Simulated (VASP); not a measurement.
# TiO2 (I4_1/amd) in VASP: single point with r2SCAN

Aim: the single point of TiO2 with r2SCAN.

Program: VASP 6.6.1. These are calculated values, not measurements. Logs are shortened: lines on timing, memory, paths and dates and some standing lists are left out, and cuts for length are marked.

## (1) The cell of the first run

The structure is tetragonal, space group I4_1/amd (No. 141). Conventional cell: a = 3.784 Å, b = 3.784 Å, c = 9.515 Å, α = 90.00°, β = 90.00°, γ = 90.00°. Ti (site symmetry -4m2) has 6 O at 1.93 to 1.98 Å within 2.6 Å. O (site symmetry 2mm) has 3 Ti at 1.93 to 1.98 Å and 2 O at 2.47 Å within 2.6 Å.

## (2) Single point, r2SCAN

POSCAR

```
TiO2
1.0
   -1.8921000000      1.8921000000      4.7573000000
    1.8921000000     -1.8921000000      4.7573000000
    1.8921000000      1.8921000000     -4.7573000000
Ti O
2 4
Direct
    0.0000000000      0.0000000000      0.0000000000
    0.7500000000      0.2500000000      0.5000000000
    0.2081197705      0.2081197705      0.0000000000
    0.9581197705      0.4581197705      0.5000000000
    0.5418802295      0.0418802295      0.5000000000
    0.7918802295      0.7918802295      0.0000000000
```

INCAR.step1

```
SYSTEM = TiO2
  PREC = Accurate
  ENCUT = 910
  ISMEAR = 0
  SIGMA = 0.01
  LREAL = .False.
  LASPH = .True.
  NELM = 120
  NBANDS = 33
  GGA = PE
  ALGO = Normal
  EDIFF = 1E-5
  LWAVE = .True.
  LCHARG = .False.
  GGA_COMPAT = .False.
```

INCAR.step2

```
SYSTEM = TiO2
  PREC = Accurate
  ENCUT = 910
  EDIFF = 1E-6
  ISMEAR = 0
  SIGMA = 0.01
  LREAL = .False.
  LASPH = .True.
  NELM = 120
  ALGO = Normal
  ISIF = 2
  LWAVE = .False.
  LCHARG = .False.
  METAGGA = R2SCAN
  LMIXTAU = .True.
  NBANDS = 33
  ISTART = 1
  GGA_COMPAT = .False.
```

KPOINTS

```
regular mesh
0
Gamma
  5 5 5
  0 0 0
```

Potentials or basis: VASP PAW PBE potentials, release 64 (Ti_sv, O_h).

Command:

```sh
> cat potpaw_PBE.64/Ti_sv/POTCAR potpaw_PBE.64/O_h/POTCAR > POTCAR
> cp INCAR.step1 INCAR
> mpirun -np 1 vasp_std > vasp.out
> cp INCAR.step2 INCAR
> mpirun -np 1 vasp_std > vasp.out
```

OUTCAR:

```text
SYSTEM = TiO2
   PREC = Accurate
   ENCUT = 910
   EDIFF = 1E-6
   ISMEAR = 0
   LREAL = .False.
   LASPH = .True.
   NELM = 120
   ISIF = 2
   METAGGA = R2SCAN
   ISTART = 1

 ion  position               nearest neighbor table
   1  0.000  0.000  0.000-   5 1.93   4 1.93   5 1.93   4 1.93   3 1.98   6 1.98
   2  0.750  0.250  0.500-   6 1.93   3 1.93   6 1.93   3 1.93   4 1.98   5 1.98
   3  0.208  0.208  0.000-   2 1.93   2 1.93   1 1.98
   4  0.958  0.458  0.500-   1 1.93   1 1.93   2 1.98
   5  0.542  0.042  0.500-   1 1.93   1 1.93   2 1.98
   6  0.792  0.792  0.000-   2 1.93   2 1.93   1 1.98

  LATTYP: Found a body centered tetragonal cell.
 ALAT       =     3.7842000000
 C/A-ratio  =     2.5142962846

  Lattice vectors:

 A1 = (  -1.8921000000,   1.8921000000,   4.7573000000)
 A2 = (   1.8921000000,  -1.8921000000,   4.7573000000)
 A3 = (   1.8921000000,   1.8921000000,  -4.7573000000)

Analysis of symmetry for initial positions (statically):
=====================================================================
 Subroutine PRICEL returns:
 Original cell was already a primitive cell.

 Routine SETGRP: Setting up the symmetry group for a
 body centered tetragonal supercell.

 Subroutine GETGRP returns: Found 16 space group operations
 (whereof  8 operations were pure point group operations)
 out of a pool of 16 trial point group operations.

The static configuration has the point symmetry D_2d.
 The point group associated with its full space group is D_4h.

Analysis of symmetry for dynamics (positions and initial velocities):
=====================================================================
 Subroutine PRICEL returns:
 Original cell was already a primitive cell.

 Routine SETGRP: Setting up the symmetry group for a
 body centered tetragonal supercell.

 Subroutine GETGRP returns: Found 16 space group operations
 (whereof  8 operations were pure point group operations)
 out of a pool of 16 trial point group operations.

The dynamic configuration has the point symmetry D_2d.
 The point group associated with its full space group is D_4h.

 Subroutine INISYM returns: Found 16 space group operations
 (whereof  8 operations are pure point group operations),
 and found     1 'primitive' translations

----------------------------------------------------------------------------------------

                                     Primitive cell

  volume of cell :      68.1253

  direct lattice vectors                    reciprocal lattice vectors
    -1.892100000  1.892100000  4.757300000     0.000000000  0.264256646  0.105101633
     1.892100000 -1.892100000  4.757300000     0.264256646  0.000000000  0.105101633
     1.892100000  1.892100000 -4.757300000     0.264256646  0.264256646  0.000000000

  length of vectors
     5.458203744  5.458203744  5.458203744     0.284390450  0.284390450  0.373715333

  position of ions in fractional coordinates (direct lattice)
     0.000000000  0.000000000  0.000000000
     0.750000000  0.250000000  0.500000000
     0.208119770  0.208119770  0.000000000
     0.958119770  0.458119770  0.500000000
     0.541880230  0.041880230  0.500000000
     0.791880230  0.791880230  0.000000000

  ion indices of the primitive-cell ions
   primitive index   ion index
                 1           1
                 2           2
                 3           3
                 4           4
                 5           5
                 6           6

----------------------------------------------------------------------------------------

 KPOINTS: regular mesh

Automatic generation of k-mesh.
 Grid dimensions read from file:
 generate k-points for:    5    5    5

 Generating k-lattice:

  Cartesian coordinates                     Fractional coordinates (reciprocal lattice)
     0.000000000  0.052851329  0.021020327     0.200000000  0.000000000  0.000000000
     0.052851329  0.000000000  0.021020327     0.000000000  0.200000000  0.000000000
     0.052851329  0.052851329  0.000000000     0.000000000  0.000000000  0.200000000

  Length of vectors
     0.056878090  0.056878090  0.074743067

  Shift w.r.t. Gamma in fractional coordinates (k-lattice)
     0.000000000  0.000000000  0.000000000

 Subroutine IBZKPT returns following result:
 ===========================================

 Found     18 irreducible k-points:

 Following reciprocal coordinates:
            Coordinates               Weight
  0.000000  0.000000  0.000000      1.000000
  0.200000 -0.000000  0.000000      8.000000
  0.400000  0.000000  0.000000      8.000000
  0.200000  0.200000  0.000000      8.000000
  0.400000  0.200000  0.000000     16.000000
 -0.400000  0.200000 -0.000000     16.000000
[... 10 lines left out ...]
 -0.400000  0.400000  0.400000      4.000000
 -0.400000 -0.400000  0.400000      2.000000
   k-points           NKPTS =     18   k-points in BZ     NKDIM =     18   number of bands    NBANDS=     33
   number of dos      NEDOS =    301   number of ions     NIONS =      6
   total plane-waves  NPLWV = 157464
   dimension x,y,z NGX =    54 NGY =   54 NGZ =   54
   dimension x,y,z NGXF=   108 NGYF=  108 NGZF=  108
   ions per type =               2   4
   NGX,Y,Z   is equivalent  to a cutoff of  16.45, 16.45, 16.45 a.u.
   NGXF,Y,Z  is equivalent  to a cutoff of  32.89, 32.89, 32.89 a.u.
 SYSTEM =  TiO2
   PREC   = accura    normal or accurate (medium, high low for compatibility)
   ISTART =      1    job   : 0-new  1-cont  2-samecut
   ICHARG =      0    charge: 1-file 2-atom 10-const
   ISPIN  =      1    spin polarized calculation?
   LNONCOLLINEAR =      F non collinear calculations
   LSORBIT =      F    spin-orbit coupling
   LASPH  =      T    aspherical Exc in radial PAW
   ENCUT  =  910.0 eV  66.88 Ry    8.18 a.u.  13.43 13.43 13.43*2*pi/ulx,y,z
   NELM   =    120;   NELMIN=  2; NELMDL=  0     # of ELM steps
   EDIFF  = 0.1E-05   stopping-criterion for ELM
   LREAL  =      F    real-space projection
   EDIFFG = 0.1E-04   stopping-criterion for IOM
   NSW    =      0    number of steps for IOM
   IBRION =     -1    ionic relax: 0-MD 1-quasi-New 2-CG
   NFREE  =      0    steps in history (QN), initial steepest desc. (CG)
   ISIF   =      2    stress and relaxation
   ISYM   =      2    0-nonsym 1-usesym 2-fastsym
   POTIM  = 0.5000    time-step for ionic-motion
   TEBEG  =    0.0;   TEEND  =   0.0 temperature during run
   PSTRESS=    0.0 pullay stress
   NELECT =      48.0000    total number of electrons
   NUPDOWN=      -1.0000    fix difference up-down
   EMIN   =  10.00;   EMAX   =-10.00  energy-range for DOS
   EFERMI =   0.00;   METHOD = LEGACY
   ISMEAR =     0;   SIGMA  =   0.01  broadening in eV -4-tet -1-fermi 0-gaus
   EFERMI_NEDOS =   21; number of points for ismear=-14 and -15
   IALGO  =     38    algorithm
   IMIX   =      4    mixing-type and parameters
     AMIX     =   0.40;   BMIX     =  1.00
     AMIX_MAG =   1.60;   BMIX_MAG =  1.00
  volume/ion in A,a.u.               =      11.35        76.62
  Fermi-wavevector in a.u.,A,eV,Ry     =   1.456752  2.752862 28.873289  2.122127
  Thomas-Fermi vector in A             =   2.573634
   LORBIT       =      0    0 simple, 1 ext, 2 COOP (PROOUT), +10 PAW based schemes
   METAGGA = R2SCAN    functional components
   LHFCALC =     F    Hartree Fock is set to
   AEXX    =    0.0000 exact exchange contribution
   IVDW    =     0    specifies the selected vdW correction
   LEPSILON=     F    determine dielectric tensor
   LRPA    =     F    only Hartree local field effects (RPA)
 non-spin polarized calculation
 Gauss-broadening in eV      SIGMA  =   0.01
  energy-cutoff  :      910.00
  volume of cell :       68.13
 maximum number of plane-waves:      4271
 NGX is ok and might be reduce to    54
   NGX = 27   NGY = 27   NGZ = 27

 number of electron      47.9999998 magnetization

 Free energy of the ion-electron system (eV)
  ---------------------------------------------------
  ext. energy  EPLUGINS =         0.00000000
  ---------------------------------------------------
  free energy    TOTEN  =       -69.90754807 eV

  energy without entropy =      -69.90754807  energy(sigma->0) =      -69.90754807

 E-fermi :   3.5905     XC(G=0): -11.4747

 val. band max:        3.4837698397   @ k =  -0.4000   0.4000   0.0000
 cond. band min:       6.0348938889   @ k =   0.0000   0.0000   0.0000
 fundamental gap:      2.5511240492
 Fermi energy:         3.5905244719

 k-point     1 :       0.0000    0.0000    0.0000
  band No.  band energies     occupation
      1     -55.0848      2.00000
      2     -55.0233      2.00000
      3     -30.5077      2.00000
      4     -30.2571      2.00000
      5     -30.2571      2.00000
      6     -30.1849      2.00000
[... 25 lines left out ...]
     32       9.1412      0.00000
     33       9.1644      0.00000

 k-point     2 :       0.2000   -0.0000    0.0000
  band No.  band energies     occupation
      1     -55.0797      2.00000
      2     -55.0267      2.00000
      3     -30.4985      2.00000
      4     -30.3076      2.00000
      5     -30.2604      2.00000
      6     -30.2044      2.00000
[... 25 lines left out ...]
     32       9.5486      0.00000
     33       9.9493      0.00000

 k-point     3 :       0.4000    0.0000    0.0000
  band No.  band energies     occupation
      1     -55.0693      2.00000
      2     -55.0345      2.00000
      3     -30.4841      2.00000
      4     -30.3863      2.00000
      5     -30.2647      2.00000
      6     -30.2241      2.00000
[... 25 lines left out ...]
     32       9.8917      0.00000
     33      10.4375      0.00000

 k-point     4 :       0.2000    0.2000    0.0000
  band No.  band energies     occupation
      1     -55.0725      2.00000
      2     -55.0323      2.00000
      3     -30.4778      2.00000
      4     -30.3393      2.00000
      5     -30.2891      2.00000
      6     -30.2205      2.00000
[... 457 lines left out ...]
     32       9.0529      0.00000
     33       9.2404      0.00000

 k-point    17 :      -0.4000    0.4000    0.4000
  band No.  band energies     occupation
      1     -55.0562      2.00000
      2     -55.0503      2.00000
      3     -30.3807      2.00000
      4     -30.3333      2.00000
      5     -30.2769      2.00000
      6     -30.2500      2.00000
[... 25 lines left out ...]
     32       9.6568      0.00000
     33       9.7679      0.00000

 k-point    18 :      -0.4000   -0.4000    0.4000
  band No.  band energies     occupation
      1     -55.0636      2.00000
      2     -55.0446      2.00000
      3     -30.3711      2.00000
      4     -30.2785      2.00000
      5     -30.2785      2.00000
      6     -30.2463      2.00000
[... 25 lines left out ...]
     32       8.8800      0.00000
     33       9.4735      0.00000

------------------------ aborting loop because EDIFF is reached ----------------------------------------

  FORCE on cell =-STRESS in cart. coord.  units (eV):
  Direction    XX          YY          ZZ          XY          YZ          ZX
  --------------------------------------------------------------------------------------
  -------------------------------------------------------------------------------------
  Total        0.6021421      0.6021421      0.8326394      0.0000000      0.0000000      0.0000000
  in kB       14.1612255     14.1612255     19.5820804      0.0000000      0.0000000      0.0000000
  external PRESSURE =      15.9681771 kB  Pullay stress =       0.0000000 kB

 VOLUME and BASIS-vectors are now :
 -----------------------------------------------------------------------------
  energy-cutoff  :      910.00
  volume of cell :       68.13
      direct lattice vectors                 reciprocal lattice vectors
    -1.892100000  1.892100000  4.757300000     0.000000000  0.264256646  0.105101633
     1.892100000 -1.892100000  4.757300000     0.264256646  0.000000000  0.105101633
     1.892100000  1.892100000 -4.757300000     0.264256646  0.264256646  0.000000000

 POSITION                                       TOTAL-FORCE (eV/Angst)
 -----------------------------------------------------------------------------------
      0.00000      0.00000      0.00000         0.000000      0.000000     -0.000000
      0.00000      1.89210      2.37865         0.000000      0.000000     -0.000000
      0.00000      0.00000      1.98018        -0.000000      0.000000      0.034373
      0.00000      1.89210      4.35883         0.000000     -0.000000      0.034373
      0.00000      1.89210      0.39847         0.000000     -0.000000     -0.034373
      0.00000      0.00000      7.53442        -0.000000      0.000000     -0.034373
 -----------------------------------------------------------------------------------
    total drift:                                0.000000      0.000000     -0.000000

  FREE ENERGIE OF THE ION-ELECTRON SYSTEM (eV)
  ---------------------------------------------------
  free  energy   TOTEN  =       -69.9075480722 eV

  energy  without entropy=      -69.9075480722  energy(sigma->0) =      -69.90754807
```

Wall time 9.1 min (1 thread of Intel Xeon 6975P-C (Granite Rapids), shared host); peak memory 0.44 GiB.

What came out:

| Item | Value |
| --- | --- |
| Free energy | -69.9075 eV |
| Pressure | 1.6 GPa |
| Largest force | 0.034 eV/Å |
| Band gap on the k mesh | 2.55 eV (least direct gap 2.91 eV) |

Forces on the atoms (eV/Å):
```
Ti   0.000  0.000  0.000
Ti   0.000  0.000  0.000
O    0.000  0.000  0.034
O    0.000  0.000  0.034
O    0.000  0.000 -0.034
O    0.000  0.000 -0.034
```

Caveat: the cutoff is under 1.25 times the usual one of these potentials, so pressure, stress and relaxed cells hold a basis-set (Pulay) error; the PAW data sets were made with another functional, which shifts forces and pressure a little; an odd mesh through Γ misses points on the zone boundary, where band edges can lie.
